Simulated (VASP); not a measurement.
The system is LaMnIn.

```xyz
3
Lattice="4.5933 0.0000 0.0000 -2.2967 3.9779 0.0000 0.0000 0.0000 4.0966" Properties=species:S:1:pos:R:3 pbc="T T T"
La    0.0000    0.0000    0.0000
In    0.0000    2.6520    2.0483
Mn    2.2967    1.3260    2.0483
```

Program: VASP 6.6.1. Alike in all runs: task single point; level PBE; potentials or basis VASP PAW PBE potentials, release 64 (La, In_d, Mn_pv); cell as given; k mesh 6 × 6 × 6; cutoff (eV) 520; smearing fermi-dirac 0.05 eV.

**Question.** Order these runs on this cell by their pressure, lowest first.
A. spin collinear, zero start; fixed moment (μB) 0.0
B. spin collinear, ferromagnetic start; fixed moment (μB) 3.0
C. spin collinear, ferromagnetic start; fixed moment (μB) 1.0

**Answer.** A (-0.9 GPa), C (2.0 GPa), B (4.8 GPa).

Caveats: the total moment is fixed, so each spin has its own Fermi level.
